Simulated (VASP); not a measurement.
# Na2Os (P6/mmm) in VASP: further runs

Runs on Na2Os. Level: PBE. Tasks: single point, relaxation of cell and atoms.

All numbers are computed with VASP 6.6.1; they aren't measurements. Logs are shortened: lines on timing, memory, paths and dates and some standing lists are left out, and cuts for length are marked.

## 1. The cell of the first run

Symmetry: P6/mmm, No. 191, hexagonal system. Conventional cell: a = 5.127 Å, b = 5.127 Å, c = 2.518 Å, α = 90.00°, β = 90.00°, γ = 120.00°. Within 3.3 Å of Na (site symmetry -6m2) lie 5 Na at 2.52 to 2.96 Å and 6 Os at 3.22 Å. Within 3.3 Å of Os (site symmetry 6/mmm) lie 2 Os at 2.52 Å and 12 Na at 3.22 Å.

## 2. Single point, PBE

INCAR

```
SYSTEM = Na2Os
PREC = Accurate
ENCUT = 520
EDIFF = 1E-6
ISMEAR = 0
SIGMA = 0.1
LREAL = .False.
LASPH = .True.
NELM = 80
ALGO = Fast
ISIF = 2
LWAVE = .False.
LCHARG = .False.
GGA = PE
NBANDS = 18
```

KPOINTS

```
regular mesh
0
Gamma
  6 6 4
  0 0 0
```

POSCAR

```
Na2Os
1.0
    5.1266975758      0.0000000000      0.0000000000
   -2.5633487879      4.4398503382      0.0000000000
    0.0000000000      0.0000000000      2.5175182936
Na Os
2 1
Direct
    0.3333333333      0.6666666667      0.5000000000
    0.6666666667      0.3333333333      0.5000000000
    0.0000000000      0.0000000000      0.0000000000
```

Potentials or basis: VASP PAW PBE potentials, release 64 (Na_pv, Os).

Started as:

```console
$ cat potpaw_PBE.64/Na_pv/POTCAR potpaw_PBE.64/Os/POTCAR > POTCAR
$ mpirun -np 1 vasp_std > vasp.out
```

OUTCAR:

```text
SYSTEM = Na2Os
   PREC = Accurate
   ENCUT = 520
   EDIFF = 1E-6
   ISMEAR = 0
   LREAL = .False.
   LASPH = .True.
   NELM = 80
   ISIF = 2
   GGA = PE

 ion  position               nearest neighbor table
   1  0.333  0.667  0.500-
   2  0.667  0.333  0.500-
   3  0.000  0.000  0.000-

  LATTYP: Found a hexagonal cell.
 ALAT       =     5.1266975758
 C/A-ratio  =     0.4910604256

  Lattice vectors:

 A1 = (   5.1266975758,   0.0000000000,   0.0000000000)
 A2 = (  -2.5633487879,   4.4398503382,   0.0000000000)
 A3 = (   0.0000000000,   0.0000000000,   2.5175182936)

Analysis of symmetry for initial positions (statically):
=====================================================================
 Subroutine PRICEL returns:
 Original cell was already a primitive cell.

 Routine SETGRP: Setting up the symmetry group for a
 hexagonal supercell.

 Subroutine GETGRP returns: Found 24 space group operations
 (whereof 24 operations were pure point group operations)
 out of a pool of 24 trial point group operations.

The static configuration has the point symmetry D_6h.

Analysis of symmetry for dynamics (positions and initial velocities):
=====================================================================
 Subroutine PRICEL returns:
 Original cell was already a primitive cell.

 Routine SETGRP: Setting up the symmetry group for a
 hexagonal supercell.

 Subroutine GETGRP returns: Found 24 space group operations
 (whereof 24 operations were pure point group operations)
 out of a pool of 24 trial point group operations.

The dynamic configuration has the point symmetry D_6h.

 Subroutine INISYM returns: Found 24 space group operations
 (whereof 24 operations are pure point group operations),
 and found     1 'primitive' translations

----------------------------------------------------------------------------------------

                                     Primitive cell

  volume of cell :      57.3032

  direct lattice vectors                    reciprocal lattice vectors
     5.126697576  0.000000000  0.000000000     0.195057342  0.112616409  0.000000000
    -2.563348788  4.439850338  0.000000000     0.000000000  0.225232817  0.000000000
     0.000000000  0.000000000  2.517518294     0.000000000  0.000000000  0.397216577

  length of vectors
     5.126697576  5.126697576  2.517518294     0.225232817  0.225232817  0.397216577

  position of ions in fractional coordinates (direct lattice)
     0.333333333  0.666666667  0.500000000
     0.666666667  0.333333333  0.500000000
     0.000000000  0.000000000  0.000000000

  ion indices of the primitive-cell ions
   primitive index   ion index
                 1           1
                 2           2
                 3           3

----------------------------------------------------------------------------------------

 KPOINTS: regular mesh

Automatic generation of k-mesh.
 Grid dimensions read from file:
 generate k-points for:    6    6    4

 Generating k-lattice:

  Cartesian coordinates                     Fractional coordinates (reciprocal lattice)
     0.032509557  0.018769401  0.000000000     0.166666667  0.000000000  0.000000000
     0.000000000  0.037538803  0.000000000     0.000000000  0.166666667  0.000000000
     0.000000000  0.000000000  0.099304144     0.000000000  0.000000000  0.250000000

  Length of vectors
     0.037538803  0.037538803  0.099304144

  Shift w.r.t. Gamma in fractional coordinates (k-lattice)
     0.000000000  0.000000000  0.000000000

 Subroutine IBZKPT returns following result:
 ===========================================

 Found     21 irreducible k-points:

 Following reciprocal coordinates:
            Coordinates               Weight
  0.000000  0.000000  0.000000      1.000000
  0.166667  0.000000  0.000000      6.000000
  0.333333  0.000000  0.000000      6.000000
  0.500000  0.000000  0.000000      3.000000
  0.166667  0.166667  0.000000      6.000000
  0.333333  0.166667  0.000000     12.000000
[... 13 lines left out ...]
  0.333333  0.166667  0.500000     12.000000
  0.333333  0.333333  0.500000      2.000000
   k-points           NKPTS =     21   k-points in BZ     NKDIM =     21   number of bands    NBANDS=     18
   number of dos      NEDOS =    301   number of ions     NIONS =      3
   total plane-waves  NPLWV =  32000
   dimension x,y,z NGX =    40 NGY =   40 NGZ =   20
   dimension x,y,z NGXF=    80 NGYF=   80 NGZF=   40
   ions per type =               2   1
   NGX,Y,Z   is equivalent  to a cutoff of  12.97, 12.97, 13.21 a.u.
   NGXF,Y,Z  is equivalent  to a cutoff of  25.94, 25.94, 26.41 a.u.
 SYSTEM =  Na2Os
   PREC   = accura    normal or accurate (medium, high low for compatibility)
   ISTART =      0    job   : 0-new  1-cont  2-samecut
   ICHARG =      2    charge: 1-file 2-atom 10-const
   ISPIN  =      1    spin polarized calculation?
   LNONCOLLINEAR =      F non collinear calculations
   LSORBIT =      F    spin-orbit coupling
   LASPH  =      T    aspherical Exc in radial PAW
   ENCUT  =  520.0 eV  38.22 Ry    6.18 a.u.   9.53  9.53  4.68*2*pi/ulx,y,z
   NELM   =     80;   NELMIN=  2; NELMDL= -5     # of ELM steps
   EDIFF  = 0.1E-05   stopping-criterion for ELM
   LREAL  =      F    real-space projection
   EDIFFG = 0.1E-04   stopping-criterion for IOM
   NSW    =      0    number of steps for IOM
   IBRION =     -1    ionic relax: 0-MD 1-quasi-New 2-CG
   NFREE  =      0    steps in history (QN), initial steepest desc. (CG)
   ISIF   =      2    stress and relaxation
   ISYM   =      2    0-nonsym 1-usesym 2-fastsym
   POTIM  = 0.5000    time-step for ionic-motion
   TEBEG  =    0.0;   TEEND  =   0.0 temperature during run
   PSTRESS=    0.0 pullay stress
   NELECT =      22.0000    total number of electrons
   NUPDOWN=      -1.0000    fix difference up-down
   EMIN   =  10.00;   EMAX   =-10.00  energy-range for DOS
   EFERMI =   0.00;   METHOD = LEGACY
   ISMEAR =     0;   SIGMA  =   0.10  broadening in eV -4-tet -1-fermi 0-gaus
   EFERMI_NEDOS =   21; number of points for ismear=-14 and -15
   IALGO  =     68    algorithm
   IMIX   =      4    mixing-type and parameters
     AMIX     =   0.40;   BMIX     =  1.00
     AMIX_MAG =   1.60;   BMIX_MAG =  1.00
  volume/ion in A,a.u.               =      19.10       128.90
  Fermi-wavevector in a.u.,A,eV,Ry     =   1.189843  2.248476 19.262113  1.415725
  Thomas-Fermi vector in A             =   2.325941
   LORBIT       =      0    0 simple, 1 ext, 2 COOP (PROOUT), +10 PAW based schemes
   GGA     = PE    functional components
   LHFCALC =     F    Hartree Fock is set to
   AEXX    =    0.0000 exact exchange contribution
   IVDW    =     0    specifies the selected vdW correction
   LEPSILON=     F    determine dielectric tensor
   LRPA    =     F    only Hartree local field effects (RPA)
 non-spin polarized calculation
 RMM-DIIS sequential band-by-band and
 Gauss-broadening in eV      SIGMA  =   0.10
  energy-cutoff  :      520.00
  volume of cell :       57.30
 maximum number of plane-waves:      1557
 NGX is ok and might be reduce to    40
   NGX = 19   NGY = 19   NGZ =  9

 number of electron      21.9999994 magnetization

 Free energy of the ion-electron system (eV)
  ---------------------------------------------------
  ext. energy  EPLUGINS =         0.00000000
  ---------------------------------------------------
  free energy    TOTEN  =       -11.55524750 eV

  energy without entropy =      -11.54268095  energy(sigma->0) =      -11.54896423

 E-fermi :   2.7636     XC(G=0):  -9.7111

 val. band max:        2.7579259276   @ k =   0.1667   0.1667   0.5000
 cond. band min:       2.7963601320   @ k =   0.1667   0.0000   0.5000
 fundamental gap:      0.0384342045
 Fermi energy:         2.7636112440

 k-point     1 :       0.0000    0.0000    0.0000
  band No.  band energies     occupation
      1     -21.2216      2.00000
      2     -21.2216      2.00000
      3     -21.1008      2.00000
      4     -21.1008      2.00000
      5     -20.9963      2.00000
      6     -20.9797      2.00000
[... 10 lines left out ...]
     17       8.6098      0.00000
     18       8.6498      0.00000

 k-point     2 :       0.1667    0.0000    0.0000
  band No.  band energies     occupation
      1     -21.2246      2.00000
      2     -21.2160      2.00000
      3     -21.1072      2.00000
      4     -21.0977      2.00000
      5     -20.9953      2.00000
      6     -20.9807      2.00000
[... 10 lines left out ...]
     17       9.3074      0.00000
     18      10.3139      0.00000

 k-point     3 :       0.3333    0.0000    0.0000
  band No.  band energies     occupation
      1     -21.2303      2.00000
      2     -21.2034      2.00000
      3     -21.1214      2.00000
      4     -21.0919      2.00000
      5     -20.9928      2.00000
      6     -20.9832      2.00000
[... 10 lines left out ...]
     17      11.0476      0.00000
     18      12.8036      0.00000

 k-point     4 :       0.5000    0.0000    0.0000
  band No.  band energies     occupation
      1     -21.2329      2.00000
      2     -21.1960      2.00000
      3     -21.1296      2.00000
      4     -21.0892      2.00000
      5     -20.9908      2.00000
      6     -20.9852      2.00000
[... 10 lines left out ...]
     17      12.5601      0.00000
     18      13.6928      0.00000

 k-point     5 :       0.1667    0.1667    0.0000
  band No.  band energies     occupation
      1     -21.2307      2.00000
      2     -21.2043      2.00000
      3     -21.1195      2.00000
      4     -21.0922      2.00000
      5     -20.9936      2.00000
      6     -20.9825      2.00000
[... 10 lines left out ...]
     17      11.3701      0.00000
     18      11.6775      0.00000

 k-point     6 :       0.3333    0.1667    0.0000
  band No.  band energies     occupation
      1     -21.2370      2.00000
      2     -21.1877      2.00000
      3     -21.1365      2.00000
      4     -21.0865      2.00000
      5     -20.9908      2.00000
      6     -20.9852      2.00000
[... 10 lines left out ...]
     17      12.0003      0.00000
     18      13.8065      0.00000

 k-point     7 :       0.3333    0.3333    0.0000
  band No.  band energies     occupation
      1     -21.2416      2.00000
      2     -21.1618      2.00000
      3     -21.1618      2.00000
      4     -21.0829      2.00000
      5     -20.9880      2.00000
      6     -20.9880      2.00000
[... 10 lines left out ...]
     17      10.6070      0.00000
     18      15.6844      0.00000

 k-point     8 :       0.0000    0.0000    0.2500
  band No.  band energies     occupation
      1     -21.3027      2.00000
      2     -21.2693      2.00000
      3     -21.1741      2.00000
      4     -21.1741      2.00000
      5     -21.0635      2.00000
      6     -21.0635      2.00000
[... 10 lines left out ...]
     17       9.3715      0.00000
     18      10.1143      0.00000
[... 166 lines left out ...]
     17      12.0259      0.00000
     18      12.1768      0.00000

 k-point    17 :       0.3333    0.0000    0.5000
  band No.  band energies     occupation
      1     -21.5874      2.00000
      2     -21.5601      2.00000
      3     -21.1341      2.00000
      4     -21.1105      2.00000
      5     -21.0424      2.00000
      6     -21.0184      2.00000
[... 10 lines left out ...]
     17      11.8033      0.00000
     18      12.4516      0.00000

 k-point    18 :       0.5000    0.0000    0.5000
  band No.  band energies     occupation
      1     -21.5813      2.00000
      2     -21.5660      2.00000
      3     -21.1364      2.00000
      4     -21.1028      2.00000
      5     -21.0503      2.00000
      6     -21.0161      2.00000
[... 10 lines left out ...]
     17      11.5034      0.00000
     18      12.8011      0.00000

 k-point    19 :       0.1667    0.1667    0.5000
  band No.  band energies     occupation
      1     -21.5897      2.00000
      2     -21.5579      2.00000
      3     -21.1336      2.00000
      4     -21.1124      2.00000
      5     -21.0404      2.00000
      6     -21.0188      2.00000
[... 10 lines left out ...]
     17      11.4367      0.00000
     18      12.7794      0.00000

 k-point    20 :       0.3333    0.1667    0.5000
  band No.  band energies     occupation
      1     -21.5815      2.00000
      2     -21.5659      2.00000
      3     -21.1382      2.00000
      4     -21.0979      2.00000
      5     -21.0554      2.00000
      6     -21.0142      2.00000
[... 10 lines left out ...]
     17      10.9258      0.00000
     18      13.3712      0.00000

 k-point    21 :       0.3333    0.3333    0.5000
  band No.  band energies     occupation
      1     -21.5736      2.00000
      2     -21.5736      2.00000
      3     -21.1407      2.00000
      4     -21.0768      2.00000
      5     -21.0768      2.00000
      6     -21.0115      2.00000
[... 10 lines left out ...]
     17      10.7291      0.00000
     18      14.3283      0.00000

------------------------ aborting loop because EDIFF is reached ----------------------------------------

  FORCE on cell =-STRESS in cart. coord.  units (eV):
  Direction    XX          YY          ZZ          XY          YZ          ZX
  --------------------------------------------------------------------------------------
  -------------------------------------------------------------------------------------
  Total        0.0332154      0.0332154     -0.1506766      0.0000000     -0.0000000      0.0000000
  in kB        0.9286902      0.9286902     -4.2128658      0.0000000     -0.0000000      0.0000000
  external PRESSURE =      -0.7851618 kB  Pullay stress =       0.0000000 kB

 VOLUME and BASIS-vectors are now :
 -----------------------------------------------------------------------------
  energy-cutoff  :      520.00
  volume of cell :       57.30
      direct lattice vectors                 reciprocal lattice vectors
     5.126697576  0.000000000  0.000000000     0.195057342  0.112616409  0.000000000
    -2.563348788  4.439850338  0.000000000     0.000000000  0.225232817  0.000000000
     0.000000000  0.000000000  2.517518294     0.000000000  0.000000000  0.397216577

 POSITION                                       TOTAL-FORCE (eV/Angst)
 -----------------------------------------------------------------------------------
     -0.00000      2.95990      1.25876         0.000000     -0.000000      0.000000
      2.56335      1.47995      1.25876        -0.000000      0.000000      0.000000
      0.00000      0.00000      0.00000        -0.000000      0.000000      0.000000
 -----------------------------------------------------------------------------------
    total drift:                               -0.000000     -0.000000      0.000000

  FREE ENERGIE OF THE ION-ELECTRON SYSTEM (eV)
  ---------------------------------------------------
  free  energy   TOTEN  =       -11.5552475049 eV

  energy  without entropy=      -11.5426809530  energy(sigma->0) =      -11.54896423
```

It took 9.1 s on 1 thread of Intel Xeon 6975P-C (Granite Rapids), shared host; peak memory 0.18 GiB.

Results:

```
Free energy            : -11.5552 eV
Pressure               : -0.1 GPa
Band gap on the k mesh : zero (bands 11 and 12 overlap by 3.11 eV)
```

Stress tensor (GPa, compression positive):
```
 0.09  0.00  0.00
 0.00  0.09  0.00
 0.00  0.00 -0.42
```

Caveat: the k points lie up to 0.62 Å⁻¹ apart, too coarse for converged energies and pressures of a metal; spin-orbit coupling is left out, which moves the levels of the heavy elements.

(Part 1 of 2 ends here.)

The gap in the log of VASP goes by the Fermi energy; the results here count the filled bands.